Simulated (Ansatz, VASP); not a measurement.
## BN: VASP beside Ansatz

File INCAR:

```
PREC     = Accurate       # precision mode
ENCUT    = 520            # plane-wave cutoff, eV
EDIFF    = 1E-6           # SCF threshold, eV
ISMEAR   = -1             # smearing method
SIGMA    = 0.05           # smearing width, eV
LREAL    = F              # projectors in reciprocal space
LASPH    = T              # aspherical terms in the spheres
NELM     = 80             # most SCF steps
ALGO     = Normal         # electronic algorithm
ISIF     = 2              # what is computed and relaxed
LWAVE    = F              # write WAVECAR
LCHARG   = F              # write CHGCAR
GGA      = RP             # functional
NBANDS   = 16             # bands
```

Contents of KPOINTS:

```
Automatic mesh
0
Gamma
  12 12 6
```

POSCAR

```
BN
1.0
    2.5539396017      0.0000000000      0.0000000000
   -1.2769698009      2.2117765748      0.0000000000
    0.0000000000      0.0000000000      4.2268550000
N B
2 2
Direct
    0.3333333333      0.6666666667      0.1252760000
    0.6666666667      0.3333333333      0.6252760000
    0.3333333333      0.6666666667      0.4997240000
    0.6666666667      0.3333333333      0.9997240000
```

File input.yaml:

```yaml
crystal:
  lattice:
    - [2.5539396017, 0.0, 0.0]
    - [-1.2769698009, 2.2117765748, 0.0]
    - [0.0, 0.0, 4.226855]
  atoms:
    - { symbol: "N", position: [0.3333333333, 0.6666666667, 0.125276] }
    - { symbol: "N", position: [0.6666666667, 0.3333333333, 0.625276] }
    - { symbol: B, position: [0.3333333333, 0.6666666667, 0.499724] }
    - { symbol: B, position: [0.6666666667, 0.3333333333, 0.999724] }
hamiltonian:
  xc: rpbe
  pseudopotentials: { kind: paw }
kpoints:
  mp_grid: { grid: [12, 12, 6] }
  band_path:
    path:
      - [[0.0, 0.0, 0.0], [0.5, 0.0, 0.0], [0.3333333333, 0.3333333333, 0.0], [0.0, 0.0, 0.0], [0.0, 0.0, 0.5], [0.5, 0.0, 0.5], [0.3333333333, 0.3333333333, 0.5], [0.0, 0.0, 0.5]]
      - [[0.5, 0.0, 0.5], [0.5, 0.0, 0.0]]
      - [[0.3333333333, 0.3333333333, 0.0], [0.3333333333, 0.3333333333, 0.5]]
    npoints: 14
scf:
  occupations: { method: fermi_dirac, width: 0.05 }
  n_extra_bands: 10
output:
  forces: true
  stress: true
  eigenvalues: true
  fatbands: true
```

Alike in both runs: functional RPBE; k mesh 12 × 12 × 6; occupations fermi-dirac, width 0.05 eV; no spin polarisation.

|  | VASP | Ansatz |
| --- | --- | --- |
| version | VASP 6.6.1 | Ansatz 0.2.0 |
| potentials or method | VASP PAW PBE potentials, release 64 (N, B) | Ansatz PAW |
| plane-wave cutoff (eV) | 520 | 420 |
| valence electrons in the cell | 16 | 16 |
| task | single point | band structure |

VASP gave:

- gap on the k mesh at the Fermi level (eV): 5.27
- least direct gap on the mesh (eV): 8.29
- pressure (GPa): 5.9
- traceless stress, the component that is largest in VASP (GPa): -0.65
- rms of the force components (eV/Å): 0.006

Q: Which values does Ansatz return?

A: gap on the k mesh at the Fermi level (eV): 5.29; least direct gap on the mesh (eV): 8.30; pressure (GPa): 5.7; traceless stress, the component that is largest in VASP (GPa): -0.62; rms of the force components (eV/Å): 0.008.

VASP's potentials were made for PBE, not for RPBE. Atom by atom the forces differ by 0.001 eV/Å (rms over components). With one functional, cell and mesh, what is left measures potentials, basis and numerics.
